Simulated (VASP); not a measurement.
Input of a VASP 6.6.1 run:

Contents of INCAR:

```
SYSTEM = Ag
PREC = Accurate
ENCUT = 520
EDIFF = 1E-7
ISMEAR = 0
SIGMA = 0.15
LREAL = .False.
LASPH = .True.
NELM = 60
ALGO = Fast
ISIF = 2
LWAVE = .False.
LCHARG = .True.
GGA = PS
LELF = .True.
LVHAR = .True.
NBANDS = 12
```

Contents of KPOINTS:

```
regular mesh
0
Gamma
  20 20 20
  0 0 0
```

The input POSCAR:

```
Ag
1.0
   -1.6556540000      1.6556540000      1.8728758048
    1.6556540000     -1.6556540000      1.8728758048
    1.6556540000      1.6556540000     -1.8728758048
Ag
1
Direct
    0.0000000000      0.0000000000      0.0000000000
```

Potentials or basis: VASP PAW PBE potentials, release 64 (Ag).

The run is started by

```console
$ cat potpaw_PBE.64/Ag/POTCAR > POTCAR
$ mpirun -np 1 vasp_std > vasp.out
```

(1) What does it give for the pressure?

## Answers

(1) -13.1 GPa.

Caveat: the cell differs from its parent crystal (strain +0.1312 x Voigt [0, 0, 1, 0, 0, 0]); the PAW data sets were made with another functional, which shifts forces and pressure a little.
